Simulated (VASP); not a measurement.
# Pd (R-3m) in VASP: a series of runs, part 2 of 2

VASP 6.6.1.

### Step 4. Single point, LDA (equal xy, yz and zx shear strains of +2 %)

INCAR reads:

```
PREC     = Accurate       # precision mode
ENCUT    = 520            # plane-wave cutoff, eV
EDIFF    = 1E-6           # SCF threshold, eV
ISMEAR   = -1             # smearing method
SIGMA    = 0.05           # smearing width, eV
LREAL    = F              # projectors in reciprocal space
LASPH    = T              # aspherical terms in the spheres
NELM     = 60             # most SCF steps
ALGO     = Normal         # electronic algorithm
ISIF     = 2              # what is computed and relaxed
LWAVE    = F              # write WAVECAR
LCHARG   = F              # write CHGCAR
NBANDS   = 11             # bands
```

KPOINTS reads:

```
Automatic mesh
0
Gamma
  18 18 18
```

POSCAR reads:

```
Pd
1.0
    0.0388980000      1.9643490000      1.9643490000
    1.9643490000      0.0388980000      1.9643490000
    1.9643490000      1.9643490000      0.0388980000
Pd
1
Direct
    0.0000000000      0.0000000000      0.0000000000
```

Potentials or basis: VASP PAW LDA potentials, release 64 (Pd).

On the command line:

```console
$ cat potpaw_LDA.64/Pd/POTCAR > POTCAR
$ mpirun -np 1 vasp_std > vasp.out
```

OUTCAR:

```text
PREC = Accurate
   ENCUT = 520
   EDIFF = 1E-6
   ISMEAR = -1
   LREAL = F
   LASPH = T
   NELM = 60
   ISIF = 2

 ion  position               nearest neighbor table
   1  0.000  0.000  0.000-

  LATTYP: Found a trigonal (rhomboedric) cell.
 ALAT       =     2.7782813108
 COS(alpha) =     0.5197000882

  Lattice vectors:

 A1 = (   0.0388980000,   1.9643490000,   1.9643490000)
 A2 = (   1.9643490000,   0.0388980000,   1.9643490000)
 A3 = (   1.9643490000,   1.9643490000,   0.0388980000)

Analysis of symmetry for initial positions (statically):
=====================================================================
 Subroutine PRICEL returns:
 Original cell was already a primitive cell.

 Routine SETGRP: Setting up the symmetry group for a
 trigonal (rhombohedral) supercell.

 Subroutine GETGRP returns: Found 12 space group operations
 (whereof 12 operations were pure point group operations)
 out of a pool of 12 trial point group operations.

The static configuration has the point symmetry D_3d.

Analysis of symmetry for dynamics (positions and initial velocities):
=====================================================================
 Subroutine PRICEL returns:
 Original cell was already a primitive cell.

 Routine SETGRP: Setting up the symmetry group for a
 trigonal (rhombohedral) supercell.

 Subroutine GETGRP returns: Found 12 space group operations
 (whereof 12 operations were pure point group operations)
 out of a pool of 12 trial point group operations.

The dynamic configuration has the point symmetry D_3d.

 Subroutine INISYM returns: Found 12 space group operations
 (whereof 12 operations are pure point group operations),
 and found     1 'primitive' translations

----------------------------------------------------------------------------------------

                                     Primitive cell
[... 112 lines left out ...]
  Thomas-Fermi vector in A             =   2.558346
   LORBIT       =      0    0 simple, 1 ext, 2 COOP (PROOUT), +10 PAW based schemes
   GGA     = CA    functional components
   LHFCALC =     F    Hartree Fock is set to
   AEXX    =    0.0000 exact exchange contribution
   IVDW    =     0    specifies the selected vdW correction
   LEPSILON=     F    determine dielectric tensor
   LRPA    =     F    only Hartree local field effects (RPA)
 non-spin polarized calculation
  energy-cutoff  :      520.00
  volume of cell :       14.71
 maximum number of plane-waves:       405
 NGX is ok and might be reduce to    24
   NGX = 11   NGY = 11   NGZ = 11

 number of electron      10.0000000 magnetization

 Free energy of the ion-electron system (eV)
  ---------------------------------------------------
  ext. energy  EPLUGINS =         0.00000000
  ---------------------------------------------------
  free energy    TOTEN  =        -6.48981670 eV

  energy without entropy =       -6.47235139  energy(sigma->0) =       -6.48108405

 E-fermi :   9.6456     XC(G=0): -13.5331

 val. band max:        9.6449723418   @ k =  -0.4444   0.3333   0.0000
 cond. band min:       9.6458769540   @ k =  -0.2778   0.2222   0.1667
 fundamental gap:      0.0009046122
 Fermi energy:         9.6456250504

 k-point     1 :       0.0000    0.0000    0.0000
  band No.  band energies     occupation
      1       2.3810      2.00000
      2       6.5736      2.00000
      3       6.8319      2.00000
      4       6.8319      2.00000
      5       8.4237      2.00000
      6       8.4237      2.00000
      7      26.7443      0.00000
      8      30.8754      0.00000
      9      31.8503      0.00000
     10      31.8503      0.00000
     11      35.4039      0.00000
[... 309 lines left out ...]
 k-point    24 :      -0.2222    0.0556   -0.0000
  band No.  band energies     occupation
      1       4.1368      2.00000
      2       6.5401      2.00000
      3       6.9813      2.00000
      4       7.2740      2.00000
      5       8.2312      2.00000
      6       8.7899      2.00000
      7      24.7271      0.00000
      8      27.8952      0.00000
      9      31.6988      0.00000
     10      33.9944      0.00000
     11      34.4471      0.00000

 [... further k-points ...]

------------------------ aborting loop because EDIFF is reached ----------------------------------------

  FORCE on cell =-STRESS in cart. coord.  units (eV):
  Direction    XX          YY          ZZ          XY          YZ          ZX
  --------------------------------------------------------------------------------------
  -------------------------------------------------------------------------------------
  Total       -0.6922416     -0.6922416     -0.6922416     -0.1284080     -0.1284080     -0.1284080
  in kB      -75.4007936    -75.4007936    -75.4007936    -13.9865437    -13.9865437    -13.9865437
  external PRESSURE =     -75.4007936 kB  Pullay stress =       0.0000000 kB

 VOLUME and BASIS-vectors are now :
 -----------------------------------------------------------------------------
  energy-cutoff  :      520.00
  volume of cell :       14.71
      direct lattice vectors                 reciprocal lattice vectors
     0.038898000  1.964349000  1.964349000    -0.262225297  0.257133544  0.257133544
     1.964349000  0.038898000  1.964349000     0.257133544 -0.262225297  0.257133544
     1.964349000  1.964349000  0.038898000     0.257133544  0.257133544 -0.262225297

 POSITION                                       TOTAL-FORCE (eV/Angst)
 -----------------------------------------------------------------------------------
      0.00000      0.00000      0.00000         0.000000      0.000000      0.000000
 -----------------------------------------------------------------------------------
    total drift:                               -0.000000      0.000000     -0.000000

  FREE ENERGIE OF THE ION-ELECTRON SYSTEM (eV)
  ---------------------------------------------------
  free  energy   TOTEN  =        -6.4898167004 eV

  energy  without entropy=       -6.4723513918  energy(sigma->0) =       -6.48108405
```

OSZICAR:

```text
N       E                     dE             d eps       ncg     rms          rms(c)
DAV:   1     0.415557172047E+02    0.41556E+02   -0.51843E+03 12856   0.857E+02
DAV:   2    -0.628067104502E+01   -0.47836E+02   -0.46332E+02 14328   0.183E+02
DAV:   3    -0.682942180952E+01   -0.54875E+00   -0.54664E+00 15278   0.212E+01
DAV:   4    -0.683178343346E+01   -0.23616E-02   -0.23613E-02 15564   0.144E+00
DAV:   5    -0.683180848520E+01   -0.25052E-04   -0.25052E-04 16943   0.135E-01    0.821E+00
DAV:   6    -0.650630924132E+01    0.32550E+00   -0.13943E+00 15868   0.946E+00    0.385E+00
DAV:   7    -0.649487689818E+01    0.11432E-01   -0.28281E-02 16641   0.102E+00    0.202E+00
DAV:   8    -0.648984173694E+01    0.50352E-02   -0.17362E-03 16006   0.420E-01    0.809E-02
DAV:   9    -0.648981638696E+01    0.25350E-04   -0.25501E-04 17412   0.132E-01    0.250E-02
DAV:  10    -0.648981669694E+01   -0.30999E-06   -0.16339E-05 15895   0.382E-02    0.123E-02
DAV:  11    -0.648981670038E+01   -0.34415E-08   -0.48929E-07 10999   0.640E-03
   1 F= -.64898167E+01 E0= -.64810840E+01  d E =-.174653E-01
```

stdout:

```text
POSCAR found type information on POSCAR Pd
 POSCAR found :  1 types and       1 ions
 scaLAPACK will be used
 LDA part: xc-table for (Slater(with rela. corr.)+CA(PZ))
 , standard interpolation
 POSCAR, INCAR and KPOINTS ok, starting setup
 FFT: planning ... GRIDC
 FFT: planning ... GRID_SOFT
 FFT: planning ... GRID
 WAVECAR not read
 entering main loop
```

Run time: 67 s. Hardware: 1 thread of Intel Xeon 8259CL, shared host; peak memory 0.21 GiB.

What came out:

```
Free energy            : -6.4898 eV
Pressure               : -7.5 GPa
Band gap on the k mesh : zero (bands 5 and 6 overlap by 1.62 eV)
```

Caveat: the cell differs from its parent crystal (equal xy, yz and zx shear strains of +2 %); the cell stands under tension.

### Step 5. Overview

```tsv
cell	gap on the mesh (eV)	pressure (GPa)
a = 2.710 Å, angles 62.0°, 1 atom	none	-7.3
a = 2.737 Å, angles 60.7°, 1 atom	none	-7.7
a = 2.778 Å, angles 58.7°, 1 atom	none	-7.5
```

Alike in all rows: task single point; level LDA; potentials or basis VASP PAW LDA potentials, release 64 (Pd); no spin polarisation; k mesh 18 × 18 × 18; cutoff (eV) 520; smearing fermi-dirac 0.05 eV.

Caveats: the cell stands under tension.

Absolute energies hang on the potentials; compare differences alone.
